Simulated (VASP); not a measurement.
**MgO2: single point with PBEsol**

The system is MgO2.

```
CELL_PARAMETERS angstrom
1.55662 0.89871 3.38916
-1.55662 0.89871 3.38916
0.00000 -1.79743 3.38916
ATOMIC_POSITIONS crystal
Mg 0.00000 0.00000 0.00000
O 0.42879 0.42879 0.42879
O 0.57121 0.57121 0.57121
```

This cell differs from its parent crystal: strain -0.030 along x and y, -0.030 along z.

```json
{
 "Program": "VASP 6.6.1",
 "Task": "single point",
 "Functional": "PBEsol",
 "Potentials or basis": "VASP PAW PBE potentials, release 64 (Mg, O)",
 "Cutoff": "520 eV",
 "k mesh": "12 × 12 × 12",
 "Occupations": "gaussian, width 0.05 eV",
 "Spin": "no spin polarisation",
 "Dipole correction": "no",
 "Further INCAR settings": "ALGO = Normal; EDIFF = 1e-07; NBANDS = 14"
}
```

- Pressure: 8.5 GPa
- Largest force: 0.378 eV/Å
- Band gap on the k mesh: 2.78 eV, direct

Forces on the atoms (eV/Å):
```
Mg   0.000  0.000  0.000
O    0.000  0.000 -0.378
O    0.000  0.000  0.378
```

Stress tensor (GPa, compression positive):
```
 6.17  0.00  0.00
 0.00  6.17  0.00
 0.00  0.00 13.22
```

Levels at points of the mesh, in eV from the valence-band top:
| k point | band 4 | band 5 | band 6 | band 7 | band 8 | band 9 | band 10 | band 11 |
| --- | --- | --- | --- | --- | --- | --- | --- | --- |
| (0.00, 0.00, 0.00) | -3.71 | -3.71 | -0.95 | -0.95 | 4.79 | 5.25 | 12.77 | 14.58 |
| (0.50, 0.00, 0.00) | -6.72 | -4.11 | -1.42 | -1.26 | 4.58 | 8.79 | 10.87 | 13.03 |
| (0.50, 0.50, 0.00) | -6.01 | -4.83 | -2.36 | -0.18 | 3.97 | 7.76 | 11.43 | 13.23 |
| (0.50, 0.50, 0.50) | -4.30 | -4.30 | 0.00 | 0.00 | 2.78 | 4.86 | 10.21 | 14.61 |

It took 110 s on 1 thread of Intel(R) Xeon(R) Platinum 8259CL CPU @ 2.50GHz (Skylake/Cascade Lake) (shared host), peak memory 0.22 GiB.

Caveat: the cell differs from its parent crystal (strain -0.030 along x and y, -0.030 along z); the PAW data sets were made with another functional, which shifts forces and pressure a little. A k mesh can miss the band edges.
